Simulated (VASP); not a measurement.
**Co: single point with LDA**

The system is Co.

```
Co
1.0
    -1.40204    1.40204    1.40204
     1.40204   -1.40204    1.40204
     1.40204    1.40204   -1.40204
Co
1
Cartesian
  0.0000 0.0000 0.0000
```

This isn't the form of Co at room conditions, which is hcp.

```yaml
Program: VASP 6.6.1
Task: single point
Functional: LDA
Potentials_or_basis: VASP PAW LDA potentials, release 64 (Co)
Cutoff: 520 eV
k_mesh: 18 × 18 × 18
Occupations: fermi-dirac, width 0.05 eV
Spin: collinear spin, ferromagnetic start
Starting_moments: "[1.683] μB"
```

| Property | Result |
| --- | --- |
| Pressure | -17.6 GPa |
| Net moment | 1.67 μB per cell |
| Site moments | Co +1.67 μB |
| Valence electrons inside the program's atomic spheres | Co 8.25 |

Levels at points of the mesh, in eV from the Fermi level:
Spin up:
| k point | band 1 | band 2 | band 3 | band 4 | band 5 | band 6 | band 7 | band 8 | band 9 | band 10 |
| --- | --- | --- | --- | --- | --- | --- | --- | --- | --- | --- |
| (0.00, 0.00, 0.00) | -9.11 | -2.83 | -2.83 | -2.83 | -1.61 | -1.61 | 25.27 | 25.27 | 25.27 | 30.50 |
| (0.50, 0.00, 0.00) | -5.29 | -3.83 | -1.59 | -1.44 | -0.36 | -0.01 | 6.50 | 18.33 | 19.66 | 23.35 |
| (0.50, 0.50, 0.50) | -5.10 | -5.10 | -0.60 | -0.60 | -0.60 | 9.43 | 9.43 | 9.43 | 15.31 | 15.31 |
Spin down:
| k point | band 2 | band 3 | band 4 | band 5 | band 6 | band 7 |
| --- | --- | --- | --- | --- | --- | --- |
| (0.00, 0.00, 0.00) | -1.40 | -1.40 | -1.40 | 0.21 | 0.21 | 25.33 |
| (0.50, 0.00, 0.00) | -2.53 | 0.14 | 0.19 | 0.42 | 1.29 | 7.47 |
| (0.50, 0.50, 0.50) | -3.82 | 1.02 | 1.02 | 1.02 | 9.71 | 9.71 |

Wall time 35 s on 1 thread of Intel(R) Xeon(R) Platinum 8488C (Sapphire Rapids), with other jobs on the host, peak memory 0.15 GiB.

Caveat: the cell stands under tension.
